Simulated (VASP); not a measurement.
The system is Cu2Pt.

```
CELL_PARAMETERS angstrom
0.00000 3.45166 3.45166
3.45166 0.00000 3.45166
3.45166 3.45166 0.00000
ATOMIC_POSITIONS crystal
Cu 0.62500 0.62500 0.62500
Cu 0.12500 0.62500 0.62500
Cu 0.62500 0.62500 0.12500
Cu 0.62500 0.12500 0.62500
Pt 0.00000 0.00000 0.00000
Pt 0.25000 0.25000 0.25000
```

| Property | Result |
| --- | --- |
| Program | VASP 6.6.1 |
| Task | relaxation of cell and atoms |
| Functional | r2SCAN |
| Potentials or basis | VASP PAW PBE potentials, release 64 (Cu, Pt) |
| Cutoff | 600 eV |
| k mesh | 4 × 4 × 4 |
| Occupations | gaussian, width 0.1 eV |
| Spin | no spin polarisation |

At the start: pressure -13.2 GPa; volume 13.71 Å³/atom.

Q: Where does the relaxation end?

A: Over 3 steps the energy falls by 48.4 meV/atom and the volume is 12.65 Å³/atom (-7.7 %); space group Fd-3m (No. 227, to 0.1 Å) before and after.

The path:
```
step  energy change (eV)  largest force (eV/Å)  pressure (GPa)  volume (Å³)
   1              0.0000                0.0000          -13.19        82.25
   2              0.0938                0.0000           21.49        69.53
   3             -0.2903                0.0000           -0.34        75.89
```

Final structure:
```xyz
6
Lattice="0.0000 3.3603 3.3603 3.3603 0.0000 3.3603 3.3603 3.3603 0.0000" Properties=species:S:1:pos:R:3 pbc="T T T"
Cu    4.2004    4.2004    4.2004
Cu    4.2004    2.5202    2.5202
Cu    2.5202    2.5202    4.2004
Cu    2.5202    4.2004    2.5202
Pt    0.0000    0.0000    0.0000
Pt    1.6802    1.6802    1.6802
```

Caveat: the k points lie up to 0.40 Å⁻¹ apart in the final cell, too coarse for converged energies and pressures of a metal; the PAW data sets were made with another functional, which shifts forces and pressure a little.
